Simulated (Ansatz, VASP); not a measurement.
## Pb: VASP beside Ansatz

File INCAR:

```
SYSTEM = Pb
PREC = Accurate
ENCUT = 520
EDIFF = 1E-7
ISMEAR = -1
SIGMA = 0.1
LREAL = .FALSE.
LASPH = .TRUE.
NELM = 60
ALGO = Normal
ISIF = 2
LWAVE = .FALSE.
LCHARG = .FALSE.
GGA = B5
ALDAX = 1.0
AGGAX = 1.0
AGGAC = 1.0
ALDAC = 0.0
NBANDS = 28
```

File KPOINTS:

```
Automatic mesh
0
G
  7 7 10
  0 0 0
```

File POSCAR:

```
Pb
1.0
    5.6467381488      0.0000000000      0.0000000000
   -2.8233690744      4.8902186854      0.0000000000
    0.0000000000      0.0000000000      3.3592353490
Pb
3
Direct
    0.0000000000      1.0000000000      0.0000000000
    0.3333333333      0.6666666667      0.5000000000
    0.6666666667      0.3333333333      0.5000000000
```

Input for Ansatz:

```yaml
crystal:
  lattice:
    - [5.6467381488, 0.0, 0.0]
    - [-2.8233690744, 4.8902186854, 0.0]
    - [0.0, 0.0, 3.359235349]
  atoms:
    - { symbol: Pb, position: [0.0, 1.0, 0.0] }
    - { symbol: Pb, position: [0.3333333333, 0.6666666667, 0.5] }
    - { symbol: Pb, position: [0.6666666667, 0.3333333333, 0.5] }
hamiltonian:
  xc: blyp
  pseudopotentials:
    kind: paw
    azcp:
      Pb: "pseudopotentials/Pb.paw.azcp"
basis:
  ecutwfc: 420
  fft_grid_basis: typed
kpoints:
  mp_grid: { grid: [7, 7, 10], shift: [0, 0, 0] }
magnetization:
  spin_polarized: false
scf:
  occupations: { method: fermi_dirac, width: 0.1 }
  lower_state_search: "off"
output:
  stress: true
  write_density: true
  write_potential: true
  elf: true
  volumetric_format: npy
```

Alike in both runs: task single point; functional BLYP; k mesh 7 × 7 × 10; occupations fermi-dirac, width 0.1 eV; no spin polarisation.

|  | VASP | Ansatz |
| --- | --- | --- |
| version | VASP 6.6.1 | Ansatz 0.2.0 |
| potentials or method | VASP PAW PBE potentials, release 64 (Pb_d), cutoff 520 eV | plane waves (420 eV) with PAW, scalar-relativistic |
| valence electrons in the cell | 42 | 42 |

|  | VASP | Ansatz | Ansatz less VASP |
| --- | --- | --- | --- |
| pressure (GPa) | 5.4 | 5.3 | -0.10 |
| traceless stress, the component that is largest in VASP (GPa) | -0.41 | -0.42 | -0.011 |

VASP's potentials were made for PBE, not for BLYP. The functional is the same, so the differences come from potentials, cutoffs and numerics.

Neither program's run includes spin-orbit coupling.
